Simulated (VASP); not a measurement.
# Yb (Im-3m) in VASP: single point with PBE

Aim: the single point of Yb with PBE.

Everything below comes from runs of VASP 6.6.1. Logs are shortened: lines on timing, memory, paths and dates and some standing lists are left out, and cuts for length are marked.

### Step 1. The cell of the first run

The structure is cubic, space group Im-3m (No. 229). Conventional cell: a = 4.303 Å, b = 4.303 Å, c = 4.303 Å, α = 90.00°, β = 90.00°, γ = 90.00°. Yb (site symmetry m-3m) has 14 Yb at 3.73 to 4.30 Å within 4.9 Å.

This isn't the form of Yb at room conditions, which is fcc.

### Step 2. Single point, PBE

Input file INCAR:

```
SYSTEM = Yb
  PREC = Accurate
  ENCUT = 600
  EDIFF = 1E-6
  ISMEAR = 0
  SIGMA = 0.05
  LREAL = .False.
  LASPH = .True.
  NELM = 200
  ALGO = Normal
  ISIF = 2
  LWAVE = .False.
  LCHARG = .False.
  GGA = PE
  NBANDS = 31
  GGA_COMPAT = .False.
  LMAXMIX = 6
```

Input file KPOINTS:

```
regular mesh
0
Gamma
  3 6 6
  0 0 0
```

Input file POSCAR:

```
Yb
1.0
   -4.3029660000      4.3029660000      4.3029660000
    2.1514830000     -2.1514830000      2.1514830000
    2.1514830000      2.1514830000     -2.1514830000
Yb
2
Direct
    0.0000000000      0.0000000000      0.0000000000
    0.5000000000      0.0000000000      0.0000000000
```

Potentials or basis: VASP PAW PBE potentials, release 64 (Yb).

Started as:

```sh
$ cat potpaw_PBE.64/Yb/POTCAR > POTCAR
$ mpirun -np 1 vasp_std > vasp.out
```

OUTCAR:

```text
SYSTEM = Yb
   PREC = Accurate
   ENCUT = 600
   EDIFF = 1E-6
   ISMEAR = 0
   LREAL = .False.
   LASPH = .True.
   NELM = 200
   ISIF = 2
   GGA = PE

 ion  position               nearest neighbor table
   1  0.000  0.000  0.000-   2 3.73   2 3.73   2 3.73   2 3.73
   2  0.500  0.000  0.000-   1 3.73   1 3.73   1 3.73   1 3.73

  LATTYP: Found a base centered orthorhombic cell.
 ALAT       =     4.3029660000
 B/A-ratio  =     1.4142135624
 C/A-ratio  =     1.4142135624

  Lattice vectors:

 A1 = (   2.1514830000,  -2.1514830000,   2.1514830000)
 A2 = (   2.1514830000,   2.1514830000,  -2.1514830000)
 A3 = (   0.0000000000,   4.3029660000,   4.3029660000)

Analysis of symmetry for initial positions (statically):
=====================================================================
 Subroutine PRICEL returns following result:

  LATTYP: Found a body centered cubic cell.
 ALAT       =     4.3029660000

  Lattice vectors:

 A1 = (  -2.1514830000,   2.1514830000,   2.1514830000)
 A2 = (   2.1514830000,  -2.1514830000,   2.1514830000)
 A3 = (   2.1514830000,   2.1514830000,  -2.1514830000)

   2 primitive cells build up your supercell.

 Routine SETGRP: Setting up the symmetry group for a
 base centered orthorhombic supercell.

 Subroutine GETGRP returns: Found  8 space group operations
 (whereof  8 operations were pure point group operations)
 out of a pool of  8 trial point group operations.

The static configuration has the point symmetry D_2h.

Analysis of symmetry for dynamics (positions and initial velocities):
=====================================================================
 Subroutine PRICEL returns following result:

  LATTYP: Found a body centered cubic cell.
 ALAT       =     4.3029660000

  Lattice vectors:

 A1 = (  -2.1514830000,   2.1514830000,   2.1514830000)
 A2 = (   2.1514830000,  -2.1514830000,   2.1514830000)
 A3 = (   2.1514830000,   2.1514830000,  -2.1514830000)

   2 primitive cells build up your supercell.

 Routine SETGRP: Setting up the symmetry group for a
 base centered orthorhombic supercell.

 Subroutine GETGRP returns: Found  8 space group operations
 (whereof  8 operations were pure point group operations)
 out of a pool of  8 trial point group operations.

The dynamic configuration has the point symmetry D_2h.

 Subroutine INISYM returns: Found  8 space group operations
 (whereof  8 operations are pure point group operations),
 and found     2 'primitive' translations

----------------------------------------------------------------------------------------

                                     Primitive cell

  volume of cell :      39.8358

  direct lattice vectors                    reciprocal lattice vectors
    -2.151483000  2.151483000  2.151483000     0.000000000  0.232397839  0.232397839
     2.151483000 -2.151483000  2.151483000     0.232397839  0.000000000  0.232397839
     2.151483000  2.151483000 -2.151483000     0.232397839  0.232397839  0.000000000

  length of vectors
     3.726477868  3.726477868  3.726477868     0.328660176  0.328660176  0.328660176

  position of ions in fractional coordinates (direct lattice)
     0.000000000  0.000000000  0.000000000

  ion indices of the primitive-cell ions
   primitive index   ion index
                 1           1

----------------------------------------------------------------------------------------

 KPOINTS: regular mesh

Automatic generation of k-mesh.
 Grid dimensions read from file:
 generate k-points for:    3    6    6

 Generating k-lattice:

  Cartesian coordinates                     Fractional coordinates (reciprocal lattice)
     0.000000000  0.038732973  0.038732973     0.333333333  0.000000000  0.000000000
     0.038732973  0.000000000  0.038732973     0.000000000  0.166666667  0.000000000
     0.038732973  0.038732973  0.000000000     0.000000000  0.000000000  0.166666667

  Length of vectors
     0.054776696  0.054776696  0.054776696

  Shift w.r.t. Gamma in fractional coordinates (k-lattice)
     0.000000000  0.000000000  0.000000000

 Subroutine IBZKPT returns following result:
 ===========================================

 Found     26 irreducible k-points:

 Following reciprocal coordinates:
            Coordinates               Weight
  0.000000  0.000000  0.000000      1.000000
  0.333333  0.000000  0.000000      2.000000
  0.000000  0.166667  0.000000      8.000000
  0.333333  0.166667 -0.000000      4.000000
  0.000000  0.333333  0.000000      8.000000
 -0.333333  0.333333  0.000000      4.000000
[... 16 lines left out ...]
  0.000000 -0.333333  0.333333      2.000000
  0.333333 -0.333333  0.333333      4.000000
 [... further k-points ...]
   k-points           NKPTS =     26   k-points in BZ     NKDIM =     26   number of bands    NBANDS=     31
   number of dos      NEDOS =    301   number of ions     NIONS =      2
   total plane-waves  NPLWV =  54000
   dimension x,y,z NGX =    60 NGY =   30 NGZ =   30
   dimension x,y,z NGXF=   120 NGYF=   60 NGZF=   60
   ions per type =               2
   NGX,Y,Z   is equivalent  to a cutoff of  13.38, 13.38, 13.38 a.u.
   NGXF,Y,Z  is equivalent  to a cutoff of  26.77, 26.77, 26.77 a.u.
 SYSTEM =  Yb
   PREC   = accura    normal or accurate (medium, high low for compatibility)
   ISTART =      0    job   : 0-new  1-cont  2-samecut
   ICHARG =      2    charge: 1-file 2-atom 10-const
   ISPIN  =      1    spin polarized calculation?
   LNONCOLLINEAR =      F non collinear calculations
   LSORBIT =      F    spin-orbit coupling
   LASPH  =      T    aspherical Exc in radial PAW
   ENCUT  =  600.0 eV  44.10 Ry    6.64 a.u.  14.89  7.44  7.44*2*pi/ulx,y,z
   NELM   =    200;   NELMIN=  2; NELMDL= -5     # of ELM steps
   EDIFF  = 0.1E-05   stopping-criterion for ELM
   LREAL  =      F    real-space projection
   EDIFFG = 0.1E-04   stopping-criterion for IOM
   NSW    =      0    number of steps for IOM
   IBRION =     -1    ionic relax: 0-MD 1-quasi-New 2-CG
   NFREE  =      0    steps in history (QN), initial steepest desc. (CG)
   ISIF   =      2    stress and relaxation
   ISYM   =      2    0-nonsym 1-usesym 2-fastsym
   POTIM  = 0.5000    time-step for ionic-motion
   TEBEG  =    0.0;   TEEND  =   0.0 temperature during run
   PSTRESS=    0.0 pullay stress
   NELECT =      48.0000    total number of electrons
   NUPDOWN=      -1.0000    fix difference up-down
   EMIN   =  10.00;   EMAX   =-10.00  energy-range for DOS
   EFERMI =   0.00;   METHOD = LEGACY
   ISMEAR =     0;   SIGMA  =   0.05  broadening in eV -4-tet -1-fermi 0-gaus
   EFERMI_NEDOS =   21; number of points for ismear=-14 and -15
   IALGO  =     38    algorithm
   IMIX   =      4    mixing-type and parameters
     AMIX     =   0.40;   BMIX     =  1.00
     AMIX_MAG =   1.60;   BMIX_MAG =  1.00
  volume/ion in A,a.u.               =      39.84       268.83
  Fermi-wavevector in a.u.,A,eV,Ry     =   1.382677  2.612880 26.011550  1.911795
  Thomas-Fermi vector in A             =   2.507346
   LORBIT       =      0    0 simple, 1 ext, 2 COOP (PROOUT), +10 PAW based schemes
   GGA     = PE    functional components
   LHFCALC =     F    Hartree Fock is set to
   AEXX    =    0.0000 exact exchange contribution
   IVDW    =     0    specifies the selected vdW correction
   LEPSILON=     F    determine dielectric tensor
   LRPA    =     F    only Hartree local field effects (RPA)
 non-spin polarized calculation
 Gauss-broadening in eV      SIGMA  =   0.05
  energy-cutoff  :      600.00
  volume of cell :       79.67
 maximum number of plane-waves:      2682
   NGX = 29   NGY = 15   NGZ = 15

 number of electron      48.0000015 magnetization

 Free energy of the ion-electron system (eV)
  ---------------------------------------------------
  ext. energy  EPLUGINS =         0.00000000
  ---------------------------------------------------
  free energy    TOTEN  =        -7.05542487 eV

  energy without entropy =       -7.05218683  energy(sigma->0) =       -7.05380585

 E-fermi :   1.2352     XC(G=0):  -8.9994

 val. band max:        1.2277613294   @ k =   0.3333   0.5000   0.5000
 cond. band min:       1.3800058671   @ k =   0.0000   0.3333   0.3333
 fundamental gap:      0.1522445378
 Fermi energy:         1.2351945230

 k-point     1 :       0.0000    0.0000    0.0000
  band No.  band energies     occupation
      1     -50.5305      2.00000
      2     -50.5195      2.00000
      3     -23.0137      2.00000
      4     -22.8571      2.00000
      5     -22.7755      2.00000
      6     -22.7749      2.00000
[... 23 lines left out ...]
     30       5.4618      0.00000
     31       5.7942      0.00000

 k-point     2 :       0.3333    0.0000    0.0000
  band No.  band energies     occupation
      1     -50.5278      2.00000
      2     -50.5222      2.00000
      3     -22.9550      2.00000
      4     -22.8369      2.00000
      5     -22.8345      2.00000
      6     -22.7961      2.00000
[... 23 lines left out ...]
     30       5.4105      0.00000
     31       5.6119      0.00000

 k-point     3 :       0.0000    0.1667    0.0000
  band No.  band energies     occupation
      1     -50.5278      2.00000
      2     -50.5195      2.00000
      3     -22.9836      2.00000
      4     -22.8691      2.00000
      5     -22.8365      2.00000
      6     -22.7944      2.00000
[... 23 lines left out ...]
     30       5.4111      0.00000
     31       5.4217      0.00000

 k-point     4 :       0.3333    0.1667   -0.0000
  band No.  band energies     occupation
      1     -50.5236      2.00000
      2     -50.5236      2.00000
      3     -22.9172      2.00000
      4     -22.9172      2.00000
      5     -22.8206      2.00000
      6     -22.8206      2.00000
[... 23 lines left out ...]
     30       5.2459      0.00000
     31       5.8102      0.00000

 k-point     5 :       0.0000    0.3333    0.0000
  band No.  band energies     occupation
      1     -50.5222      2.00000
      2     -50.5195      2.00000
      3     -22.9850      2.00000
      4     -22.9569      2.00000
      5     -22.8676      2.00000
      6     -22.8352      2.00000
[... 23 lines left out ...]
     30       5.6123      0.00000
     31       6.0830      0.00000
[... 542 lines left out ...]
     30       5.4222      0.00000
     31       6.1128      0.00000

 k-point    22 :      -0.3333    0.5000    0.3333
  band No.  band energies     occupation
      1     -50.5161      2.00000
      2     -50.5161      2.00000
      3     -22.9698      2.00000
      4     -22.9698      2.00000
      5     -22.9163      2.00000
      6     -22.9163      2.00000
[... 23 lines left out ...]
     30       4.9643      0.00000
     31       5.5508      0.00000

 k-point    23 :       0.0000   -0.3333    0.3333
  band No.  band energies     occupation
      1     -50.5222      2.00000
      2     -50.5128      2.00000
      3     -22.9638      2.00000
      4     -22.9571      2.00000
      5     -22.9269      2.00000
      6     -22.9065      2.00000
[... 23 lines left out ...]
     30       5.6123      0.00000
     31       6.0860      0.00000

 k-point    24 :       0.3333   -0.3333    0.3333
  band No.  band energies     occupation
      1     -50.5199      2.00000
      2     -50.5152      2.00000
      3     -22.9463      2.00000
      4     -22.9332      2.00000
      5     -22.9046      2.00000
      6     -22.9028      2.00000
[... 23 lines left out ...]
     30       4.3459      0.00000
     31       4.8603      0.00000

 [... further k-points ...]
[... 5 lines left out ...]
  --------------------------------------------------------------------------------------
  -------------------------------------------------------------------------------------
  Total       -1.8714127     -1.6838370     -1.6838370      0.0000000      0.1215347      0.0000000
  in kB      -37.6336566    -33.8615550    -33.8615550      0.0000000      2.4440342      0.0000000
  external PRESSURE =     -35.1189222 kB  Pullay stress =       0.0000000 kB

 VOLUME and BASIS-vectors are now :
 -----------------------------------------------------------------------------
  energy-cutoff  :      600.00
  volume of cell :       79.67
      direct lattice vectors                 reciprocal lattice vectors
    -4.302966000  4.302966000  4.302966000     0.000000000  0.116198920  0.116198920
     2.151483000 -2.151483000  2.151483000     0.232397839  0.000000000  0.232397839
     2.151483000  2.151483000 -2.151483000     0.232397839  0.232397839  0.000000000

 POSITION                                       TOTAL-FORCE (eV/Angst)
 -----------------------------------------------------------------------------------
      0.00000      0.00000      0.00000        -0.000000      0.000000     -0.000000
     -2.15148      2.15148      2.15148         0.000000     -0.000000      0.000000
 -----------------------------------------------------------------------------------
    total drift:                               -0.000000     -0.000000      0.000000

  FREE ENERGIE OF THE ION-ELECTRON SYSTEM (eV)
  ---------------------------------------------------
  free  energy   TOTEN  =        -7.0554248715 eV

  energy  without entropy=       -7.0521868332  energy(sigma->0) =       -7.05380585
```

It took 4.8 min on 1 thread of Intel Xeon Platinum 8259CL at 2.50GHz (Skylake/Cascade Lake), shared host; peak memory 0.28 GiB.

Results:

```
Free energy            : -7.0554 eV
Pressure               : -3.5 GPa
Band gap on the k mesh : zero (bands 24 and 25 overlap by 0.39 eV)
```

Caveat: the cell stands under tension; spin-orbit coupling is left out, which moves the levels of the heavy elements.

The gap in the log of VASP goes by the Fermi energy; the results here count the filled bands.